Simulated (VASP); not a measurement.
Pt:

```
CELL_PARAMETERS angstrom
0.00000 1.96134 1.96134
1.96134 0.00000 1.96134
1.96134 1.96134 0.00000
ATOMIC_POSITIONS crystal
Pt 0.00000 0.00000 0.00000
```

| Property | Result |
| --- | --- |
| Program | VASP 6.6.1 |
| Task | relaxation of cell and atoms |
| Functional | LDA |
| Potentials or basis | VASP PAW LDA potentials, release 64 (Pt) |
| Cutoff | 600 eV |
| k mesh | 17 × 17 × 17 |
| Occupations | fermi-dirac, width 0.05 eV |
| Spin | no spin polarisation |

At the start: pressure -5.6 GPa; volume 15.09 Å³/atom.

Problem. How do energy, volume and symmetry change on relaxing?

Solution. Over 4 steps the energy falls by 5.2 meV/atom and the volume is 14.80 Å³/atom (-1.9 %); space group Fm-3m (No. 225, to 0.05 Å).

The path:
```tsv
step	energy change (eV)	largest force (eV/Å)	pressure (GPa)	volume (Å³)
1	0.0000	0.0000	-5.62	15.09
2	0.0461	0.0000	20.88	13.96
3	-0.0052	0.0000	-0.14	14.81
4	-0.0052	0.0000	-0.01	14.80
```

Final structure:
```
CELL_PARAMETERS angstrom
0.00000 1.94877 1.94877
1.94877 0.00000 1.94877
1.94877 1.94877 0.00000
ATOMIC_POSITIONS crystal
Pt 0.00000 0.00000 0.00000
```
